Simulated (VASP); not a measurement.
Input of a VASP 6.6.1 run:

INCAR

```
SYSTEM = CoO
ALGO     = Normal         ! electronic algorithm
EDIFF    = 1E-8           ! SCF threshold, eV
ENCUT    = 520            ! plane-wave cutoff, eV
GGA      = PS             ! functional
GGA_COMPAT= .False.      
ISIF     = 2              ! what is computed and relaxed
ISMEAR   = -1             ! smearing method
ISPIN    = 2              ! spin polarisation
LASPH    = .True.         ! aspherical terms in the spheres
LCHARG   = .False.        ! write CHGCAR
LEFG     = .True.       
LMAXMIX  = 4              ! l up to which the mixer works
LORBIT   = 11             ! projections on sites
LREAL    = .False.        ! projectors in reciprocal space
LWAVE    = .False.        ! write WAVECAR
MAGMOM   = 2 0            ! initial moments
NBANDS   = 18             ! bands
NELM     = 200            ! most SCF steps
PREC     = Accurate       ! precision mode
SIGMA    = 0.05           ! smearing width, eV
```

File KPOINTS:

```
k-points
0
Gamma
  16 16 16
  0 0 0
```

File POSCAR:

```
CoO
1.0
    0.0000000000      2.1741300000      2.1315000000
    2.1741300000      0.0000000000      2.1315000000
    2.1741300000      2.1741300000      0.0000000000
Co O
1 1
Direct
    0.0000000000      0.0000000000      0.0000000000
    0.5000000000      0.5000000000      0.5000000000
```

Potentials or basis: VASP PAW PBE potentials, release 64 (Co, O).

Run with:

```bash
$ cat potpaw_PBE.64/Co/POTCAR potpaw_PBE.64/O/POTCAR > POTCAR
$ mpirun -np 1 vasp_std > vasp.out
```

Estimate the pressure.

-16.7 GPa.

Estimate the site moments.

Co +2.60; O +0.33 μB.

Electric field gradients, principal values (V/Å²):
```
atom   least  middle  greatest (by size)
1 Co  -2.551  -2.551               5.102
 2 O  -0.516  -0.518               1.035
```

Caveat: the cell differs from its parent crystal (equal xx and yy strain of +2 %); without QUAD_EFG the Cq values of the log hold for a quadrupole moment of 1 mb, not for the nuclei; the PAW data sets were made with another functional, which shifts forces and pressure a little; a cell with one magnetic atom can't hold antiferromagnetic order, which such compounds often take.
